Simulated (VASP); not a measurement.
# ReS2 in VASP: a series of runs

ReS2 is run at these levels: LDA; tasks: single point.

Program: VASP 6.6.1. These are calculated values, not measurements. Logs are shortened: lines on timing, memory, paths and dates and some standing lists are left out, and cuts for length are marked.

**1. The cell of the first run**

The cell holds a sheet with vacuum, 24 atoms: a = 6.293 Å, b = 6.398 Å, c = 23.000 Å, α = 90.00°, β = 90.00°, γ = 61.24°.

**2. Single point, LDA**

Contents of INCAR:

```
SYSTEM = ReS2
ALGO = Normal
EDIFF = 1E-6
ENCUT = 520
GGA = CA
ISIF = 2
ISMEAR = 0
LASPH = .True.
LCHARG = .False.
LREAL = Auto
LUSENCCL = .False.
LWAVE = .False.
NBANDS = 94
NELM = 60
PREC = Accurate
SIGMA = 0.01
```

Contents of KPOINTS:

```
k-points
0
Gamma
  4 4 1
  0 0 0
```

Contents of POSCAR:

```
ReS2
1.0
    6.2934368244     -0.0070243563      0.0000000000
    3.0843048600      5.6053250162      0.0000000000
    0.0000000000      0.0000000000     23.0000000000
Re S
8 16
Direct
    0.2901585169      0.1180402477      0.3637885465
    0.4128198662      0.4926901175      0.3686075362
    0.8634031174      0.0908614348      0.3656406609
    0.8394814592      0.5197798581      0.3668804715
    0.6206144830      0.4724375634      0.6313925121
    0.7432757340      0.8470875194      0.6362114376
    1.1939526975      0.4453481742      0.6331195158
    1.1700310767      0.8742666033      0.6343593026
    1.0352774285      0.7094191063      0.3152832984
    0.4965845745      0.7408846594      0.3080289656
    0.2065173735      0.8701502441      0.4244015578
    0.1679393454      0.4094671338      0.4339534775
    0.6676937789      0.9011252923      0.4173781872
    0.9958817749      0.2472776571      0.2908219394
    0.7068937993      0.3633565448      0.4416305758
    0.5356733446      0.2002536223      0.2985159220
    1.3657405524      1.0640025570      0.5826218020
    0.8269169270      1.0949775012      0.5755984235
    0.5368496140      1.2242431205      0.6919710559
    0.4977611802      0.7648740426      0.7014841178
    0.9981568132      1.2557087899      0.6847167046
    1.3265407001      0.6017711915      0.5583694299
    1.0375522645      0.7178507342      0.7091780285
    0.8654949606      0.5556605161      0.5660465305
```

Potentials or basis: VASP PAW LDA potentials, release 64 (Re, S).

Command:

```bash
cat potpaw_LDA.64/Re/POTCAR potpaw_LDA.64/S/POTCAR > POTCAR
mpirun -np 1 vasp_std > vasp.out
```

OUTCAR:

```text
SYSTEM = ReS2
   EDIFF = 1E-6
   ENCUT = 520
   GGA = CA
   ISIF = 2
   ISMEAR = 0
   LASPH = .True.
   LREAL = Auto
   NELM = 60
   PREC = Accurate

 ion  position               nearest neighbor table
   1  0.290  0.118  0.364-  12 2.30  14 2.34  11 2.35  16 2.39  13 2.43  10 2.48   4 2.76   3 2.77
                             2 2.85
   2  0.413  0.493  0.369-  16 2.30  15 2.34  10 2.36  12 2.39   9 2.43  11 2.48   3 2.76   4 2.77
                             1 2.85
   3  0.863  0.091  0.366-  15 2.33  14 2.34  11 2.36  16 2.40  13 2.42   9 2.43   4 2.68   2 2.76
                             1 2.77
   4  0.839  0.520  0.367-  14 2.33  15 2.34  10 2.36  12 2.40   9 2.42  13 2.44   3 2.68   1 2.76
                             2 2.77
   5  0.621  0.472  0.631-  20 2.30  22 2.34  19 2.36  24 2.39  21 2.43  18 2.48   8 2.76   7 2.77
                             6 2.85
   6  0.743  0.847  0.636-  24 2.30  23 2.34  18 2.35  20 2.39  17 2.43  19 2.48   7 2.76   8 2.77
                             5 2.85
   7  0.194  0.445  0.633-  23 2.33  22 2.34  19 2.36  24 2.40  21 2.42  17 2.44   8 2.68   6 2.76
                             5 2.77
   8  0.170  0.874  0.634-  22 2.33  23 2.34  18 2.36  20 2.40  17 2.42  21 2.43   7 2.68   5 2.76
                             6 2.77
   9  0.035  0.709  0.315-   4 2.42   2 2.43   3 2.43
  10  0.497  0.741  0.308-   2 2.36   4 2.36   1 2.48
  11  0.207  0.870  0.424-   1 2.35   3 2.36   2 2.48
  12  0.168  0.409  0.434-   1 2.30   2 2.39   4 2.40
  13  0.668  0.901  0.417-   3 2.42   1 2.43   4 2.44
  14  0.996  0.247  0.291-   4 2.33   1 2.34   3 2.34
[... 8 lines left out ...]
  23  0.038  0.718  0.709-   7 2.33   6 2.34   8 2.34
  24  0.865  0.556  0.566-   6 2.30   5 2.39   7 2.40

  LATTYP: Found a simple monoclinic cell.
 ALAT       =     6.2934407445
 B/A-ratio  =     3.6545986423
 C/A-ratio  =     1.0165916655
 COS(beta)  =    -0.4811056979

  Lattice vectors:

 A1 = (   6.2934368244,  -0.0070243563,   0.0000000000)
 A2 = (   0.0000000000,   0.0000000000,  23.0000000000)
 A3 = (  -3.0843048600,  -5.6053250162,   0.0000000000)

Analysis of symmetry for initial positions (statically):
=====================================================================
 Subroutine PRICEL returns:
 Original cell was already a primitive cell.

 Routine SETGRP: Setting up the symmetry group for a
 simple monoclinic supercell.

 Subroutine GETGRP returns: Found  2 space group operations
 (whereof  1 operations were pure point group operations)
 out of a pool of  4 trial point group operations.

The static configuration has the point symmetry C_1 .
 The point group associated with its full space group is S_2 .

Analysis of symmetry for dynamics (positions and initial velocities):
=====================================================================
 Subroutine PRICEL returns:
 Original cell was already a primitive cell.

 Routine SETGRP: Setting up the symmetry group for a
 simple monoclinic supercell.

 Subroutine GETGRP returns: Found  2 space group operations
 (whereof  1 operations were pure point group operations)
 out of a pool of  4 trial point group operations.

The dynamic configuration has the point symmetry C_1 .
 The point group associated with its full space group is S_2 .

 Subroutine INISYM returns: Found  2 space group operations
 (whereof  1 operations are pure point group operations),
 and found     1 'primitive' translations

----------------------------------------------------------------------------------------

                                     Primitive cell

  volume of cell :     811.8638

  direct lattice vectors                    reciprocal lattice vectors
     6.293436824 -0.007024356  0.000000000     0.158798166 -0.087377976  0.000000000
     3.084304860  5.605325016  0.000000000     0.000198999  0.178292289 -0.000000000
     0.000000000  0.000000000 23.000000000    -0.000000000  0.000000000  0.043478261

  length of vectors
     6.293440744  6.397859408 23.000000000     0.181250568  0.178292400  0.043478261

  position of ions in fractional coordinates (direct lattice)
     0.290158517  0.118040248  0.363788546
     0.412819866  0.492690117  0.368607536
     0.863403117  0.090861435  0.365640661
     0.839481459  0.519779858  0.366880471
     0.620614483  0.472437563  0.631392512
     0.743275734  0.847087519  0.636211438
[... 16 lines left out ...]
     0.037552265  0.717850734  0.709178028
     0.865494961  0.555660516  0.566046531

  ion indices of the primitive-cell ions
   primitive index   ion index
                 1           1
                 2           2
                 3           3
                 4           4
                 5           5
                 6           6
[... 16 lines left out ...]
                23          23
                24          24

----------------------------------------------------------------------------------------

 KPOINTS: k-points

Automatic generation of k-mesh.
 Grid dimensions read from file:
 generate k-points for:    4    4    1

 Generating k-lattice:

  Cartesian coordinates                     Fractional coordinates (reciprocal lattice)
     0.039699542 -0.021844494  0.000000000     0.250000000  0.000000000  0.000000000
     0.000049750  0.044573072 -0.000000000     0.000000000  0.250000000  0.000000000
    -0.000000000  0.000000000  0.043478261     0.000000000  0.000000000  1.000000000

  Length of vectors
     0.045312642  0.044573100  0.043478261

  Shift w.r.t. Gamma in fractional coordinates (k-lattice)
     0.000000000  0.000000000  0.000000000

 Subroutine IBZKPT returns following result:
 ===========================================

 Found     10 irreducible k-points:

 Following reciprocal coordinates:
            Coordinates               Weight
  0.000000  0.000000  0.000000      1.000000
  0.250000  0.000000  0.000000      2.000000
  0.500000  0.000000  0.000000      1.000000
  0.000000  0.250000  0.000000      2.000000
  0.250000  0.250000  0.000000      2.000000
  0.500000  0.250000  0.000000      2.000000
 -0.250000  0.250000  0.000000      2.000000
  0.000000  0.500000  0.000000      1.000000
  0.250000  0.500000  0.000000      2.000000
  0.500000  0.500000  0.000000      1.000000
   k-points           NKPTS =     10   k-points in BZ     NKDIM =     10   number of bands    NBANDS=     94
   number of dos      NEDOS =    301   number of ions     NIONS =     24
   total plane-waves  NPLWV = 414720
   dimension x,y,z NGX =    48 NGY =   48 NGZ =  180
   dimension x,y,z NGXF=    96 NGYF=   96 NGZF=  360
   ions per type =               8  16
   NGX,Y,Z   is equivalent  to a cutoff of  12.68, 12.47, 13.01 a.u.
   NGXF,Y,Z  is equivalent  to a cutoff of  25.36, 24.95, 26.02 a.u.
 SYSTEM =  ReS2
   PREC   = accura    normal or accurate (medium, high low for compatibility)
   ISTART =      0    job   : 0-new  1-cont  2-samecut
   ICHARG =      2    charge: 1-file 2-atom 10-const
   ISPIN  =      1    spin polarized calculation?
   LNONCOLLINEAR =      F non collinear calculations
   LSORBIT =      F    spin-orbit coupling
   LASPH  =      T    aspherical Exc in radial PAW
   ENCUT  =  520.0 eV  38.22 Ry    6.18 a.u.  11.70 11.90 42.76*2*pi/ulx,y,z
   NELM   =     60;   NELMIN=  2; NELMDL= -5     # of ELM steps
   EDIFF  = 0.1E-05   stopping-criterion for ELM
   LREAL  =      T    real-space projection
   EDIFFG = 0.1E-04   stopping-criterion for IOM
   NSW    =      0    number of steps for IOM
   IBRION =     -1    ionic relax: 0-MD 1-quasi-New 2-CG
   NFREE  =      0    steps in history (QN), initial steepest desc. (CG)
   ISIF   =      2    stress and relaxation
   ISYM   =      2    0-nonsym 1-usesym 2-fastsym
   POTIM  = 0.5000    time-step for ionic-motion
   TEBEG  =    0.0;   TEEND  =   0.0 temperature during run
   PSTRESS=    0.0 pullay stress
   NELECT =     152.0000    total number of electrons
   NUPDOWN=      -1.0000    fix difference up-down
   EMIN   =  10.00;   EMAX   =-10.00  energy-range for DOS
   EFERMI =   0.00;   METHOD = LEGACY
   ISMEAR =     0;   SIGMA  =   0.01  broadening in eV -4-tet -1-fermi 0-gaus
   EFERMI_NEDOS =   21; number of points for ismear=-14 and -15
   IALGO  =     38    algorithm
   IMIX   =      4    mixing-type and parameters
     AMIX     =   0.40;   BMIX     =  1.00
     AMIX_MAG =   1.60;   BMIX_MAG =  1.00
  volume/ion in A,a.u.               =      33.83       228.28
  Fermi-wavevector in a.u.,A,eV,Ry     =   0.936544  1.769812 11.933876  0.877115
  Thomas-Fermi vector in A             =   2.063565
   LORBIT       =      0    0 simple, 1 ext, 2 COOP (PROOUT), +10 PAW based schemes
   GGA     = CA    functional components
   LHFCALC =     F    Hartree Fock is set to
   AEXX    =    0.0000 exact exchange contribution
   IVDW    =     0    specifies the selected vdW correction
   LEPSILON=     F    determine dielectric tensor
   LRPA    =     F    only Hartree local field effects (RPA)
 non-spin polarized calculation
 Gauss-broadening in eV      SIGMA  =   0.01
  energy-cutoff  :      520.00
  volume of cell :      811.86
 maximum number of plane-waves:     21890
 NGX is ok and might be reduce to    48
   NGX = 23   NGY = 23   NGZ = 85

 number of electron     152.0000001 magnetization

 Free energy of the ion-electron system (eV)
  ---------------------------------------------------
  ext. energy  EPLUGINS =         0.00000000
  ---------------------------------------------------
  free energy    TOTEN  =      -199.99721690 eV

  energy without entropy =     -199.99721690  energy(sigma->0) =     -199.99721690

 E-fermi :   0.1020     XC(G=0):  -6.2428

 val. band max:        0.0496875609   @ k =   0.0000   0.0000   0.0000
 cond. band min:       1.4810300428   @ k =   0.0000   0.0000   0.0000
 fundamental gap:      1.4313424818
 Fermi energy:         0.1020031608

 k-point     1 :       0.0000    0.0000    0.0000
  band No.  band energies     occupation
      1     -14.9618      2.00000
      2     -14.8729      2.00000
      3     -13.4957      2.00000
      4     -13.3436      2.00000
      5     -13.0377      2.00000
      6     -13.0009      2.00000
[... 80 lines left out ...]
     87       2.6252      0.00000
     88       2.7527      0.00000

 k-point     2 :       0.2500    0.0000    0.0000
  band No.  band energies     occupation
      1     -14.6948      2.00000
      2     -14.6040      2.00000
      3     -13.4157      2.00000
      4     -13.2843      2.00000
      5     -13.2508      2.00000
      6     -13.1714      2.00000
[... 717 lines left out ...]
     87       2.6584      0.00000
     88       2.7061      0.00000

 k-point    10 :       0.5000    0.5000    0.0000
  band No.  band energies     occupation
      1     -14.0194      2.00000
      2     -13.9573      2.00000
      3     -13.8394      2.00000
      4     -13.8365      2.00000
      5     -13.2255      2.00000
      6     -13.2168      2.00000
[... 80 lines left out ...]
     87       2.5211      0.00000
     88       2.6662      0.00000
 [bands above 88 left out]

------------------------ aborting loop because EDIFF is reached ----------------------------------------

  FORCE on cell =-STRESS in cart. coord.  units (eV):
  Direction    XX          YY          ZZ          XY          YZ          ZX
  --------------------------------------------------------------------------------------
  -------------------------------------------------------------------------------------
  Total        2.6704322      2.7467090      2.5618430     -0.0404531     -0.0688865      0.0066387
  in kB        5.2699801      5.4205092      5.0556843     -0.0798324     -0.1359444      0.0131011
  external PRESSURE =       5.2487245 kB  Pullay stress =       0.0000000 kB

 VOLUME and BASIS-vectors are now :
 -----------------------------------------------------------------------------
  energy-cutoff  :      520.00
  volume of cell :      811.86
      direct lattice vectors                 reciprocal lattice vectors
     6.293436824 -0.007024356  0.000000000     0.158798166 -0.087377976  0.000000000
     3.084304860  5.605325016  0.000000000     0.000198999  0.178292289 -0.000000000
     0.000000000  0.000000000 23.000000000    -0.000000000  0.000000000  0.043478261

 POSITION                                       TOTAL-FORCE (eV/Angst)
 -----------------------------------------------------------------------------------
      2.19017      0.65962      8.36714         0.025694     -0.021083     -0.020710
      4.11766      2.75879      8.47797        -0.021298      0.022463      0.013757
      5.71402      0.50324      8.40974        -0.014907     -0.043048     -0.011017
      6.88638      2.90764      8.43825         0.014240      0.043259      0.011728
      5.36294      2.64381     14.52203         0.021298     -0.022463     -0.013757
      7.29044      4.74298     14.63286        -0.025694      0.021083      0.020710
[... 16 lines left out ...]
      2.45040      4.02352     16.31109        -0.000144     -0.000436      0.165417
      7.16076      3.10858     13.01907        -0.001824     -0.033910     -0.130286
 -----------------------------------------------------------------------------------
    total drift:                               -0.000312      0.004730     -0.000222

  FREE ENERGIE OF THE ION-ELECTRON SYSTEM (eV)
  ---------------------------------------------------
  free  energy   TOTEN  =      -199.9972168970 eV

  energy  without entropy=     -199.9972168970  energy(sigma->0) =     -199.99721690
```

Run time: 3.1 min. Hardware: 1 × NVIDIA H100 80GB with 1 thread of AMD EPYC 7R13 (Zen 3), shared host; peak memory 1.9 GiB.

Results:

- Free energy: -199.9972 eV
- Largest force: 0.167 eV/Å
- Band gap on the k mesh: 1.43 eV

Forces in eV/Å, atoms in the order of the input:
```
Re   0.026 -0.021 -0.021
Re  -0.021  0.022  0.014
Re  -0.015 -0.043 -0.011
Re   0.014  0.043  0.012
Re   0.021 -0.022 -0.014
Re  -0.026  0.021  0.021
Re  -0.014 -0.043 -0.012
Re   0.015  0.043  0.011
S    0.006  0.008 -0.071
S   -0.005  0.047 -0.091
S    0.005 -0.047  0.092
S    0.002  0.034  0.130
S   -0.005 -0.009  0.070
S    0.000  0.000 -0.165
S   -0.003  0.000  0.167
S   -0.002 -0.033 -0.129
S    0.005  0.009 -0.070
S   -0.005  0.047 -0.092
S    0.005 -0.047  0.091
S    0.002  0.033  0.129
S   -0.006 -0.008  0.071
S    0.003  0.000 -0.167
S    0.000  0.000  0.165
S   -0.002 -0.034 -0.130
```

Levels at points of the mesh, in eV from the valence-band top:
| k point | band 74 | band 75 | band 76 | band 77 | band 78 | band 79 |
| --- | --- | --- | --- | --- | --- | --- |
| (0.00, 0.00, 0.00) | -0.21 | -0.06 | 0.00 | 1.43 | 1.50 | 2.06 |
| (0.50, 0.00, 0.00) | -0.45 | -0.37 | -0.32 | 1.67 | 1.71 | 1.99 |
| (0.00, 0.50, 0.00) | -0.28 | -0.13 | -0.11 | 1.66 | 1.80 | 1.90 |
| (0.50, 0.50, 0.00) | -0.47 | -0.37 | -0.33 | 1.70 | 1.74 | 1.74 |

Caveat: spin-orbit coupling is left out, which moves the levels of the heavy elements.

[end of part 1 of 2]
